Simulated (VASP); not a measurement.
A run of VASP 6.6.1 is set up as follows.

Contents of POSCAR:

```
BN
1.0
    3.6096275117      0.0000000000      0.0000000000
    0.0000000000     -3.6096275117      0.0000000000
    0.0000000000      0.0000000000     -3.6096275117
B N
4 4
Direct
    0.0000000000      0.0000000000      0.0000000000
    0.5000000000      0.5000000000      0.0000000000
    0.5000000000      0.0000000000      0.5000000000
    0.0000000000      0.5000000000      0.5000000000
    0.7500000000      0.7396111164      0.7500000000
    0.2500000000      0.2500000000      0.7500000000
    0.2500000000      0.7500000000      0.2500000000
    0.7500000000      0.2500000000      0.2500000000
```

Contents of INCAR.step1:

```
PREC = Accurate
ENCUT = 520
ISMEAR = 0
SIGMA = 0.05
LREAL = F
LASPH = T
NELM = 100
NBANDS = 26
GGA = PE
ALGO = Normal
EDIFF = 1E-4
LWAVE = T
LCHARG = F
```

File INCAR.step2:

```
PREC = Accurate
ENCUT = 520
EDIFF = 1E-7
ISMEAR = 0
SIGMA = 0.05
LREAL = F
LASPH = T
NELM = 100
ALGO = Normal
ISIF = 2
LWAVE = F
LCHARG = F
METAGGA = R2SCAN
LMIXTAU = T
NBANDS = 26
ISTART = 1
```

The input KPOINTS:

```
Automatic mesh
0
Gamma
  6 6 6
```

Potentials or basis: VASP PAW PBE potentials, release 64 (B, N).

Command:

```console
$ cat potpaw_PBE.64/B/POTCAR potpaw_PBE.64/N/POTCAR > POTCAR
$ cp INCAR.step1 INCAR
$ mpirun -np 1 vasp_std > vasp.out
$ cp INCAR.step2 INCAR
$ mpirun -np 1 vasp_std > vasp.out
```

Problem. Predict the pressure.

Solution. 1.3 GPa.

Problem. What does it give for the largest force?

Solution. 1.382 eV/Å.

Forces on the atoms (eV/Å):
```
B   -0.054  0.218  0.054
B   -0.074  0.240 -0.074
B    0.054  0.218 -0.054
B    0.074  0.240  0.074
N    0.000 -1.382  0.000
N    0.000  0.280  0.000
N    0.000 -0.094  0.000
N    0.000  0.280  0.000
```

Caveat: the cell differs from its parent crystal (atom 5 (N) moved +0.037 Å along Cartesian [0 1 0]); the PAW data sets were made with another functional, which shifts forces and pressure a little.
